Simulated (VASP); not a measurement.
# AlN (P1) in VASP: notebook

AlN is run at these levels: PBEsol; tasks: single point.

Program: VASP 6.6.1. These are calculated values, not measurements. Logs are shortened: lines on timing, memory, paths and dates and some standing lists are left out, and cuts for length are marked.

## Step 1: The cell of the first run

The typed cell holds 8 atoms: a = 3.114 Å, b = 3.114 Å, c = 10.670 Å, α = 88.61°, β = 89.30°, γ = 60.00°.

## Step 2: Single point, PBEsol

File INCAR:

```
PREC     = Accurate       # precision mode
ENCUT    = 520            # plane-wave cutoff, eV
EDIFF    = 1E-7           # SCF threshold, eV
ISMEAR   = 0              # smearing method
SIGMA    = 0.05           # smearing width, eV
LREAL    = False          # projectors in reciprocal space
LASPH    = True           # aspherical terms in the spheres
NELM     = 60             # most SCF steps
ALGO     = Normal         # electronic algorithm
ISIF     = 2              # what is computed and relaxed
LWAVE    = False          # write WAVECAR
LCHARG   = True           # write CHGCAR
GGA      = PS             # functional
LELF     = True           # ELF
LVHAR    = True         
NBANDS   = 26             # bands
```

File KPOINTS:

```
Automatic mesh
0
Gamma
  8 8 3
```

File POSCAR:

```
AlN
1.0
   -3.1135599822      0.0000000000      0.0000000000
   -1.5567799911     -2.6964220408      0.0000000000
   -0.1297316659     -0.2247018367     10.6667009506
Al N
4 4
Direct
    0.3333333333      0.2629044079      0.8451471048
    0.3333333333      0.3018367084      0.3779594994
    0.6666666667      0.6546361919      0.1443656966
    0.6666666667      0.6157038915      0.6115533021
    0.3333333333      0.3258976578      0.0892281061
    0.3333333333      0.2869653574      0.5564157116
    0.6666666667      0.6397648409      0.3228219088
    0.6666666667      0.6008325405      0.7900095143
```

Potentials or basis: VASP PAW PBE potentials, release 64 (Al, N).

On the command line:

```bash
cat potpaw_PBE.64/Al/POTCAR potpaw_PBE.64/N/POTCAR > POTCAR
mpirun -np 1 vasp_std > vasp.out
```

OUTCAR:

```text
PREC = Accurate
   ENCUT = 520
   EDIFF = 1E-7
   ISMEAR = 0
   LREAL = False
   LASPH = True
   NELM = 60
   ISIF = 2
   GGA = PS

 ion  position               nearest neighbor table
   1  0.333  0.263  0.845-   8 1.89   8 1.89   8 1.89   4 3.07   4 3.07   4 3.07
   2  0.333  0.302  0.378-   7 1.89   7 1.89   7 1.89   6 1.90   4 3.07   4 3.07   4 3.07   3 3.07
                             3 3.07   3 3.07
   3  0.667  0.655  0.144-   5 1.89   5 1.89   5 1.89   7 1.90   2 3.07   2 3.07   2 3.07
   4  0.667  0.616  0.612-   6 1.89   6 1.89   6 1.89   8 1.90   1 3.07   2 3.07   1 3.07   2 3.07
                             2 3.07   1 3.07
   5  0.333  0.326  0.089-   3 1.89   3 1.89   3 1.89
   6  0.333  0.287  0.556-   4 1.89   4 1.89   4 1.89   2 1.90
   7  0.667  0.640  0.323-   2 1.89   2 1.89   2 1.89   3 1.90
   8  0.667  0.601  0.790-   1 1.89   1 1.89   1 1.89   4 1.90

  LATTYP: Found a base centered monoclinic cell.
 ALAT       =     3.1135599822
 B/A-ratio  =     1.7320508076
 C/A-ratio  =     3.4268991820
 COS(beta)  =    -0.0243174161

  Lattice vectors:

 A1 = (   3.1135599822,   0.0000000000,   0.0000000000)
 A2 = (  -1.5567799911,   2.6964220408,   0.0000000000)
 A3 = (  -0.1297316659,  -0.2247018367,  10.6667009506)

Analysis of symmetry for initial positions (statically):
=====================================================================
 Subroutine PRICEL returns:
 Original cell was already a primitive cell.

 Routine SETGRP: Setting up the symmetry group for a
 base centered monoclinic supercell.

 Subroutine GETGRP returns: Found  1 space group operations
 (whereof  1 operations were pure point group operations)
 out of a pool of  4 trial point group operations.

The static configuration has the point symmetry C_1 .

Analysis of symmetry for dynamics (positions and initial velocities):
=====================================================================
 Subroutine PRICEL returns:
 Original cell was already a primitive cell.

 Routine SETGRP: Setting up the symmetry group for a
 base centered monoclinic supercell.

 Subroutine GETGRP returns: Found  1 space group operations
 (whereof  1 operations were pure point group operations)
 out of a pool of  4 trial point group operations.

The dynamic configuration has the point symmetry C_1 .

 Subroutine INISYM returns: Found  1 space group operations
 (whereof  1 operations are pure point group operations),
[... 107 lines left out ...]
   NELM   =     60;   NELMIN=  2; NELMDL= -5     # of ELM steps
   EDIFF  = 0.1E-06   stopping-criterion for ELM
   LREAL  =      F    real-space projection
   EDIFFG = 0.1E-05   stopping-criterion for IOM
   NSW    =      0    number of steps for IOM
   IBRION =     -1    ionic relax: 0-MD 1-quasi-New 2-CG
   NFREE  =      0    steps in history (QN), initial steepest desc. (CG)
   ISIF   =      2    stress and relaxation
   ISYM   =      2    0-nonsym 1-usesym 2-fastsym
   POTIM  = 0.5000    time-step for ionic-motion
   TEBEG  =    0.0;   TEEND  =   0.0 temperature during run
   PSTRESS=    0.0 pullay stress
   NELECT =      32.0000    total number of electrons
   NUPDOWN=      -1.0000    fix difference up-down
   EMIN   =  10.00;   EMAX   =-10.00  energy-range for DOS
   EFERMI =   0.00;   METHOD = LEGACY
   ISMEAR =     0;   SIGMA  =   0.05  broadening in eV -4-tet -1-fermi 0-gaus
   EFERMI_NEDOS =   21; number of points for ismear=-14 and -15
   IALGO  =     38    algorithm
   IMIX   =      4    mixing-type and parameters
     AMIX     =   0.40;   BMIX     =  1.00
     AMIX_MAG =   1.60;   BMIX_MAG =  1.00
  volume/ion in A,a.u.               =      11.19        75.54
  Fermi-wavevector in a.u.,A,eV,Ry     =   1.161715  2.195324 18.362187  1.349583
  Thomas-Fermi vector in A             =   2.298284
   LORBIT       =      0    0 simple, 1 ext, 2 COOP (PROOUT), +10 PAW based schemes
   GGA     = PS    functional components
   LHFCALC =     F    Hartree Fock is set to
   AEXX    =    0.0000 exact exchange contribution
   IVDW    =     0    specifies the selected vdW correction
   LEPSILON=     F    determine dielectric tensor
   LRPA    =     F    only Hartree local field effects (RPA)
 non-spin polarized calculation
 Gauss-broadening in eV      SIGMA  =   0.05
  energy-cutoff  :      520.00
  volume of cell :       89.55
 maximum number of plane-waves:      2430
   NGX = 11   NGY = 11   NGZ = 39

 number of electron      31.9999999 magnetization

 Free energy of the ion-electron system (eV)
  ---------------------------------------------------
  ext. energy  EPLUGINS =         0.00000000
  ---------------------------------------------------
  free energy    TOTEN  =       -61.24173018 eV

  energy without entropy =      -61.24173018  energy(sigma->0) =      -61.24173018

 E-fermi :   6.5767     XC(G=0): -10.7728

 val. band max:        6.2887382816   @ k =   0.0000   0.0000   0.0000
 cond. band min:       8.2780707319   @ k =   0.0000   0.0000   0.0000
 fundamental gap:      1.9893324503
 Fermi energy:         6.5767227786

 k-point     1 :       0.0000    0.0000    0.0000
  band No.  band energies     occupation
      1     -10.2173      2.00000
      2      -9.2628      2.00000
      3      -8.4136      2.00000
      4      -6.9364      2.00000
      5      -0.7743      2.00000
      6       1.4527      2.00000
[... 685 lines left out ...]
     25      15.3271      0.00000
     26      16.0234      0.00000

 [... further k-points ...]
[... 5 lines left out ...]
  --------------------------------------------------------------------------------------
  -------------------------------------------------------------------------------------
  Total       -0.5171096     -0.7781278     -6.3465270      0.0039210      0.7157598      0.4500765
  in kB       -9.2516237    -13.9215091   -113.5459082      0.0701512     12.8056810      8.0523323
  external PRESSURE =     -45.5730137 kB  Pullay stress =       0.0000000 kB

 VOLUME and BASIS-vectors are now :
 -----------------------------------------------------------------------------
  energy-cutoff  :      520.00
  volume of cell :       89.55
      direct lattice vectors                 reciprocal lattice vectors
    -3.113559982  0.000000000  0.000000000    -0.321175762  0.185430913  0.000000000
    -1.556779991 -2.696422041  0.000000000     0.000000000 -0.370861825 -0.007812475
    -0.129731666 -0.224701837 10.666700951     0.000000000  0.000000000  0.093749699

 POSITION                                       TOTAL-FORCE (eV/Angst)
 -----------------------------------------------------------------------------------
     -1.55678     -0.89881      9.01493        -0.121153     -0.221463      1.763919
     -1.55678     -0.89881      4.03158         0.002189      0.003903     -0.774942
     -3.11356     -1.79761      1.53991        -0.002263      0.007765     -1.522245
     -3.11356     -1.79761      6.52326        -0.004911     -0.005492     -0.767689
     -1.55678     -0.89881      0.95177         0.143381      0.224859     -1.083079
     -1.55678     -0.89881      5.93512        -0.000240      0.000737      0.740142
     -3.11356     -1.79761      3.44344         0.008515      0.012322      0.807032
     -3.11356     -1.79761      8.42680        -0.025519     -0.022630      0.836862
 -----------------------------------------------------------------------------------
    total drift:                                0.000448      0.000783     -0.001707

  FREE ENERGIE OF THE ION-ELECTRON SYSTEM (eV)
  ---------------------------------------------------
  free  energy   TOTEN  =       -61.2417301821 eV

  energy  without entropy=      -61.2417301821  energy(sigma->0) =      -61.24173018
```

stdout:

```text
POSCAR found type information on POSCAR AlN
 POSCAR found :  2 types and       8 ions
 scaLAPACK will be used
 -----------------------------------------------------------------------------
|                                                                             |
|                                                                             |
|     You enforced a specific xc type in the INCAR file but a different       |
|     I HOPE YOU KNOW WHAT YOU ARE DOING!                                     |
|                                                                             |
 -----------------------------------------------------------------------------

 LDA part: xc-table for (Slater+PW92), standard interpolation
 POSCAR, INCAR and KPOINTS ok, starting setup
 FFT: planning ... GRIDC
 FFT: planning ... GRID_SOFT
 FFT: planning ... GRID
 WAVECAR not read
 entering main loop
```

Run time: 86 s. Hardware: 1 thread of Intel Xeon 6975P-C (Granite Rapids), shared host; peak memory 0.3 GiB.

What came out:

- Free energy: -61.2417 eV
- Pressure: -4.6 GPa
- Largest force: 1.782 eV/Å
- Band gap on the k mesh: 1.99 eV, direct

Forces on the atoms (eV/Å):
```
Al  -0.121 -0.221  1.764
Al   0.002  0.004 -0.775
Al  -0.002  0.008 -1.522
Al  -0.005 -0.005 -0.768
N    0.143  0.225 -1.083
N    0.000  0.001  0.740
N    0.009  0.012  0.807
N   -0.026 -0.023  0.837
```

Caveat: the PAW data sets were made with another functional, which shifts forces and pressure a little. PBEsol gaps usually lie below the measured ones, often by a third to a half.

## Step 3: Single point, PBEsol

This run uses another cell than the first one, of 12.56 Å³/atom, 1.122 times its volume.

Edit INCAR of step 2 so:

```diff
@@ -7,3 +7,3 @@
 LASPH    = True           # aspherical terms in the spheres
-NELM     = 60             # most SCF steps
+NELM     = 100            # most SCF steps
 ALGO     = Normal         # electronic algorithm
@@ -11,6 +11,4 @@
 LWAVE    = False          # write WAVECAR
-LCHARG   = True           # write CHGCAR
+LCHARG   = False          # write CHGCAR
 GGA      = PS             # functional
-LELF     = True           # ELF
-LVHAR    = True         
 NBANDS   = 26             # bands
```

KPOINTS is that of step 2.

File POSCAR:

```
AlN
1.0
   -3.1135599822      0.0000000000      0.0000000000
   -1.5567799911     -2.6964220408      0.0000000000
   -0.2594633319     -0.4494036735     11.9667009506
Al N
4 4
Direct
    0.3333333333      0.2077775450      0.7533347297
    0.3333333333      0.2771833417      0.3368999499
    0.6666666667      0.6452195733      0.1286825600
    0.6666666667      0.5758137767      0.5451173398
    0.3333333333      0.3200775284      0.0795348299
    0.3333333333      0.2506717317      0.4959696097
    0.6666666667      0.6187079634      0.2877522198
    0.6666666667      0.5493021667      0.7041869996
```

Potentials or basis: VASP PAW PBE potentials, release 64 (Al, N).

On the command line:

```bash
cat potpaw_PBE.64/Al/POTCAR potpaw_PBE.64/N/POTCAR > POTCAR
mpirun -np 1 vasp_std > vasp.out
```

Run time: 11 min. Hardware: 1 thread of AMD EPYC 7R13, shared host; peak memory 0.3 GiB.

It converged, with:

| Quantity | Value |
| --- | --- |
| Free energy | -59.1094 eV |
| Pressure | -2.4 GPa |
| Largest force | 2.362 eV/Å |
| Band gap on the k mesh | zero (band 16 reaches 5.83 eV, above the bottom of band 17 at 5.70 eV) |

Forces in eV/Å, atoms in the order of the input:
```
Al  -0.024 -0.048  0.136
Al   0.001  0.001 -1.450
Al  -0.004 -0.005 -2.362
Al  -0.002 -0.001 -1.382
N    0.035  0.050  1.078
N    0.000  0.001  1.269
N    0.003  0.005  1.497
N   -0.009 -0.004  1.213
```

Stress tensor (GPa, compression positive):
```
-0.97 -0.01  0.25
-0.01 -1.17  0.34
 0.25  0.34 -4.99
```

Levels at points of the mesh, in eV from the Fermi level:
```
           k point  band 14  band 15  band 16  band 17  band 18  band 19
(0.00, 0.00, 0.00)    -1.11    -0.54     0.09     0.09     3.11     3.65
(0.50, 0.00, 0.00)    -2.60    -0.69    -0.40     0.82     2.07     3.41
(0.00, 0.50, 0.00)    -2.60    -0.69    -0.38     0.78     2.11     3.39
(0.50, 0.50, 0.00)    -2.60    -0.69    -0.39     0.81     2.04     3.41
```

Caveat: the PAW data sets were made with another functional, which shifts forces and pressure a little.

(Continued in part 2 of 2.)
